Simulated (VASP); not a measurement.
# Si (a cell with a defect) in VASP: notebook

The runs below take Si (a cell with a defect) through single point, relaxation of the atoms, with PBE.

All numbers are computed with VASP 6.6.1; they aren't measurements. Logs are shortened: lines on timing, memory, paths and dates and some standing lists are left out, and cuts for length are marked.

**1. The cell of the first run**

The cell holds a defect, 11 atoms: a = 7.958 Å, b = 5.305 Å, c = 5.305 Å, α = 104.34°, β = 104.34°, γ = 120.30°.

**2. Single point, PBE**

INCAR reads:

```
PREC = Accurate
ENCUT = 400
EDIFF = 1E-6
ISMEAR = -1
SIGMA = 0.1
LREAL = False
LASPH = True
NELM = 120
ALGO = Normal
ISIF = 2
LWAVE = False
LCHARG = True
GGA = PE
LELF = True
LVHAR = True
NBANDS = 33
GGA_COMPAT = False
```

KPOINTS reads:

```
Automatic mesh
0
Gamma
  2 3 3
```

POSCAR reads:

```
Si
1.0
   -4.8807300000      4.8807300000      3.9609900000
    3.2538200000     -3.2538200000      2.6406600000
    3.2538200000      3.2538200000     -2.6406600000
Si
11
Direct
    0.0000000000      0.0000000000      0.5000000000
    0.0000000000      0.5000000000      0.0000000000
    0.0000000000      0.5000000000      0.5000000000
    0.4746169636      0.1927887136     -0.0238793371
    0.3291156695     -0.0020379734      0.4557129844
    0.2158550419      0.3006984599      0.0059817756
    0.3245736549      0.4756365328      0.5083078376
    0.5253830364     -0.1927887136      0.0238793371
    0.6708843305      0.0020379734      0.5442870156
    0.7841449581      0.6993015401     -0.0059817756
    0.6754263451      0.5243634672      0.4916921624
```

Potentials or basis: VASP PAW PBE potentials, release 64 (Si).

The run is started by

```bash
$ cat potpaw_PBE.64/Si/POTCAR > POTCAR
$ mpirun -np 1 vasp_std > vasp.out
```

OUTCAR:

```text
PREC = Accurate
   ENCUT = 400
   EDIFF = 1E-6
   ISMEAR = -1
   LREAL = False
   LASPH = True
   NELM = 120
   ISIF = 2
   GGA = PE

 ion  position               nearest neighbor table
   1  0.000  0.000  0.500-   6 2.35  10 2.35  11 2.52   7 2.52   3 2.65   3 2.65   9 2.69   5 2.69

   2  0.000  0.500  0.000-   6 2.43  10 2.43   9 2.53   5 2.53   3 2.65   3 2.65
   3  0.000  0.500  0.500-   7 2.64  11 2.64   1 2.65   2 2.65   2 2.65   1 2.65   9 2.74   5 2.74

   4  0.475  0.193  0.976-   8 2.33  11 2.40   5 2.41   6 2.43  10 2.53   8 3.01
   5  0.329  0.998  0.456-   4 2.41   7 2.50   2 2.53   9 2.63  11 2.67   1 2.69   3 2.74   7 2.84

   6  0.216  0.301  0.006-   1 2.35   7 2.35   2 2.43   4 2.43   8 2.53
   7  0.325  0.476  0.508-   6 2.35   8 2.40   5 2.50   1 2.52   3 2.64   9 2.67  11 2.70   5 2.84

   8  0.525  0.807  0.024-   4 2.33   7 2.40   9 2.41  10 2.43   6 2.53   4 3.01
   9  0.671  0.002  0.544-   8 2.41  11 2.50   2 2.53   5 2.63   7 2.67   1 2.69   3 2.74  11 2.84

  10  0.784  0.699  0.994-   1 2.35  11 2.35   2 2.43   8 2.43   4 2.53
  11  0.675  0.524  0.492-  10 2.35   4 2.40   9 2.50   1 2.52   3 2.64   5 2.67   7 2.70   9 2.84

  LATTYP: Found a triclinic cell.
 ALAT       =     5.3054476173
 B/A-ratio  =     2.4406751173
 C/A-ratio  =     3.0034010962
 COS(alpha) =     0.0027854346
 COS(beta)  =     0.6276914111
 COS(gamma) =     0.7649767055

  Lattice vectors:

 A1 = (  -3.2538200000,  -3.2538200000,   2.6406600000)
 A2 = (  -1.6269100000,  -4.8807300000,  11.8829700000)
 A3 = ( -14.6421900000,  -4.8807300000,  -3.9609900000)

Analysis of symmetry for initial positions (statically):
=====================================================================
 Subroutine PRICEL returns:
 Original cell was already a primitive cell.

 Routine SETGRP: Setting up the symmetry group for a
 triclinic supercell.

 Subroutine GETGRP returns: Found  2 space group operations
 (whereof  2 operations were pure point group operations)
 out of a pool of  2 trial point group operations.

The static configuration has the point symmetry S_2 .

Analysis of symmetry for dynamics (positions and initial velocities):
=====================================================================
 Subroutine PRICEL returns:
 Original cell was already a primitive cell.

 Routine SETGRP: Setting up the symmetry group for a
 triclinic supercell.

 Subroutine GETGRP returns: Found  2 space group operations
 (whereof  2 operations were pure point group operations)
 out of a pool of  2 trial point group operations.

The dynamic configuration has the point symmetry S_2 .

 Subroutine INISYM returns: Found  2 space group operations
 (whereof  2 operations are pure point group operations),
 and found     1 'primitive' translations

----------------------------------------------------------------------------------------

                                     Primitive cell

  volume of cell :     167.7455

  direct lattice vectors                    reciprocal lattice vectors
    -4.880730000  4.880730000  3.960990000     0.000000000  0.102443692  0.126231068
     3.253820000 -3.253820000  2.640660000     0.153665538  0.000000000  0.189346603
     3.253820000  3.253820000 -2.640660000     0.153665538  0.153665538  0.000000000

  length of vectors
     7.958171426  5.305447617  5.305447617     0.162569962  0.243854943  0.217315888

  position of ions in fractional coordinates (direct lattice)
     0.000000000  0.000000000  0.500000000
     0.000000000  0.500000000  0.000000000
     0.000000000  0.500000000  0.500000000
     0.474616964  0.192788714  0.976120663
     0.329115669  0.997962027  0.455712984
     0.215855042  0.300698460  0.005981776
     0.324573655  0.475636533  0.508307838
     0.525383036  0.807211286  0.023879337
     0.670884331  0.002037973  0.544287016
[... 40 lines left out ...]
|           W    W    AA    RRRRR   N    N  II  N    N   GGGG   !!!           |
|           W    W   A  A   R    R  NN   N  II  NN   N  G    G  !!!           |
|           W    W  A    A  R    R  N N  N  II  N N  N  G       !!!           |
|           W WW W  AAAAAA  RRRRR   N  N N  II  N  N N  G  GGG   !            |
|           WW  WW  A    A  R   R   N   NN  II  N   NN  G    G                |
|           W    W  A    A  R    R  N    N  II  N    N   GGGG   !!!           |
|                                                                             |
|     Your reciprocal lattice and k-lattice belong to different lattice       |
|     classes:                                                                |
|                                                                             |
|        The reciprocal lattice is triclinic,                                 |
|        whereas your k-lattice is body-centered tetragonal.                  |
|                                                                             |
|     Results are often still useful ...                                      |
|                                                                             |
 -----------------------------------------------------------------------------

 Subroutine IBZKPT returns following result:
 ===========================================

 Found     10 irreducible k-points:

 Following reciprocal coordinates:
            Coordinates               Weight
  0.000000  0.000000  0.000000      1.000000
  0.500000  0.000000  0.000000      1.000000
 -0.000000  0.333333  0.000000      2.000000
  0.500000  0.333333  0.000000      2.000000
  0.000000  0.000000  0.333333      2.000000
  0.500000  0.000000  0.333333      2.000000
 -0.000000  0.333333  0.333333      2.000000
  0.500000  0.333333  0.333333      2.000000
  0.000000 -0.333333  0.333333      2.000000
  0.500000 -0.333333  0.333333      2.000000
   k-points           NKPTS =     10   k-points in BZ     NKDIM =     10   number of bands    NBANDS=     33
   number of dos      NEDOS =    301   number of ions     NIONS =     11
   total plane-waves  NPLWV =  69984
   dimension x,y,z NGX =    54 NGY =   36 NGZ =   36
   dimension x,y,z NGXF=   108 NGYF=   72 NGZF=   72
   ions per type =              11
   NGX,Y,Z   is equivalent  to a cutoff of  11.28, 11.28, 11.28 a.u.
   NGXF,Y,Z  is equivalent  to a cutoff of  22.56, 22.56, 22.56 a.u.
 SYSTEM =  unknown system
   PREC   = accura    normal or accurate (medium, high low for compatibility)
   ISTART =      0    job   : 0-new  1-cont  2-samecut
   ICHARG =      2    charge: 1-file 2-atom 10-const
   ISPIN  =      1    spin polarized calculation?
   LNONCOLLINEAR =      F non collinear calculations
   LSORBIT =      F    spin-orbit coupling
   LASPH  =      T    aspherical Exc in radial PAW
   ENCUT  =  400.0 eV  29.40 Ry    5.42 a.u.  12.98  8.65  8.65*2*pi/ulx,y,z
   NELM   =    120;   NELMIN=  2; NELMDL= -5     # of ELM steps
   EDIFF  = 0.1E-05   stopping-criterion for ELM
   LREAL  =      F    real-space projection
[... 7 lines left out ...]
   TEBEG  =    0.0;   TEEND  =   0.0 temperature during run
   PSTRESS=    0.0 pullay stress
   NELECT =      44.0000    total number of electrons
   NUPDOWN=      -1.0000    fix difference up-down
   EMIN   =  10.00;   EMAX   =-10.00  energy-range for DOS
   EFERMI =   0.00;   METHOD = LEGACY
   ISMEAR =    -1;   SIGMA  =   0.10  broadening in eV -4-tet -1-fermi 0-gaus
   EFERMI_NEDOS =   21; number of points for ismear=-14 and -15
   IALGO  =     38    algorithm
   IMIX   =      4    mixing-type and parameters
     AMIX     =   0.40;   BMIX     =  1.00
     AMIX_MAG =   1.60;   BMIX_MAG =  1.00
  volume/ion in A,a.u.               =      15.25       102.91
  Fermi-wavevector in a.u.,A,eV,Ry     =   1.047954  1.980345 14.942015  1.098207
  Thomas-Fermi vector in A             =   2.182855
   LORBIT       =      0    0 simple, 1 ext, 2 COOP (PROOUT), +10 PAW based schemes
   GGA     = PE    functional components
   LHFCALC =     F    Hartree Fock is set to
   AEXX    =    0.0000 exact exchange contribution
   IVDW    =     0    specifies the selected vdW correction
   LEPSILON=     F    determine dielectric tensor
   LRPA    =     F    only Hartree local field effects (RPA)
 non-spin polarized calculation
  energy-cutoff  :      400.00
  volume of cell :      167.75
 maximum number of plane-waves:      3066
 NGX is ok and might be reduce to    54
   NGX = 25   NGY = 17   NGZ = 17

 number of electron      43.9999999 magnetization

 Free energy of the ion-electron system (eV)
  ---------------------------------------------------
  ext. energy  EPLUGINS =         0.00000000
  ---------------------------------------------------
  free energy    TOTEN  =       -54.74093819 eV

  energy without entropy =      -54.61907130  energy(sigma->0) =      -54.68000474

 E-fermi :   9.3426     XC(G=0): -10.8600

 val. band max:        9.3276213382   @ k =   0.5000   0.3333   0.3333
 cond. band min:       9.5116684811   @ k =   0.5000   0.3333   0.0000
 fundamental gap:      0.1840471428
 Fermi energy:         9.3426234632

 k-point     1 :       0.0000    0.0000    0.0000
  band No.  band energies     occupation
      1      -4.8308      2.00000
      2      -1.2255      2.00000
      3      -1.1506      2.00000
      4       0.4039      2.00000
      5       0.4427      2.00000
      6       1.0110      2.00000
[... 349 lines left out ...]
     32      12.6933      0.00000
     33      13.3979      0.00000

------------------------ aborting loop because EDIFF is reached ----------------------------------------

  FORCE on cell =-STRESS in cart. coord.  units (eV):
  Direction    XX          YY          ZZ          XY          YZ          ZX
  --------------------------------------------------------------------------------------
  -------------------------------------------------------------------------------------
  Total        9.2447259     10.5075208     -1.1920995      2.7524686     -0.6139270     -0.4387154
  in kB       88.2986032    100.3598623    -11.3860295     26.2894902     -5.8637646     -4.1902766
  external PRESSURE =      59.0908120 kB  Pullay stress =       0.0000000 kB

 VOLUME and BASIS-vectors are now :
 -----------------------------------------------------------------------------
  energy-cutoff  :      400.00
  volume of cell :      167.75
      direct lattice vectors                 reciprocal lattice vectors
    -4.880730000  4.880730000  3.960990000     0.000000000  0.102443692  0.126231068
     3.253820000 -3.253820000  2.640660000     0.153665538  0.000000000  0.189346603
     3.253820000  3.253820000 -2.640660000     0.153665538  0.153665538  0.000000000

 POSITION                                       TOTAL-FORCE (eV/Angst)
 -----------------------------------------------------------------------------------
      1.62691      1.62691     -1.32033        -0.000000      0.000000     -0.000000
      1.62691     -1.62691      1.32033        -0.000000      0.000000     -0.000000
      3.25382      0.00000      0.00000        -0.000000      0.000000     -0.000000
      1.48694      4.86530     -0.18856        -0.015073     -0.008636      0.004203
      3.12367     -0.15806      2.73552         0.026011      0.007536      0.030978
     -0.05565      0.09458      1.63325        -0.033499      0.042556     -0.001350
      1.61742      1.69046      1.19936        -0.020328      0.004763     -0.030066
      0.13997      0.01543      4.14955         0.015073      0.008636     -0.004203
     -1.49676      5.03879      1.22547        -0.026011     -0.007536     -0.030978
      1.68256      4.78615      2.32774         0.033499     -0.042556      0.001350
      0.00949      3.19027      2.76163         0.020328     -0.004763      0.030066
 -----------------------------------------------------------------------------------
    total drift:                               -0.000000     -0.000000     -0.000000

  FREE ENERGIE OF THE ION-ELECTRON SYSTEM (eV)
  ---------------------------------------------------
  free  energy   TOTEN  =       -54.7409381886 eV

  energy  without entropy=      -54.6190712965  energy(sigma->0) =      -54.68000474
```

It took 21 s on 1 thread of AMD EPYC 9R45 (Zen 5), shared host; peak memory 0.2 GiB.

Results:

| Quantity | Value |
| --- | --- |
| Free energy | -54.7409 eV |
| Pressure | 5.9 GPa |
| Largest force | 0.054 eV/Å |
| Band gap on the k mesh | zero (bands 22 and 23 overlap by 1.08 eV) |

Forces in eV/Å, atoms in the order of the input:
```
Si   0.000  0.000  0.000
Si   0.000  0.000  0.000
Si   0.000  0.000  0.000
Si  -0.015 -0.009  0.004
Si   0.026  0.008  0.031
Si  -0.033  0.043 -0.001
Si  -0.020  0.005 -0.030
Si   0.015  0.009 -0.004
Si  -0.026 -0.008 -0.031
Si   0.033 -0.043  0.001
Si   0.020 -0.005  0.030
```

Caveat: the k points lie up to 0.51 Å⁻¹ apart, too coarse for converged energies and pressures of a metal.

[end of part 1 of 2]

The gap in the log of VASP goes by the Fermi energy; the results here count the filled bands.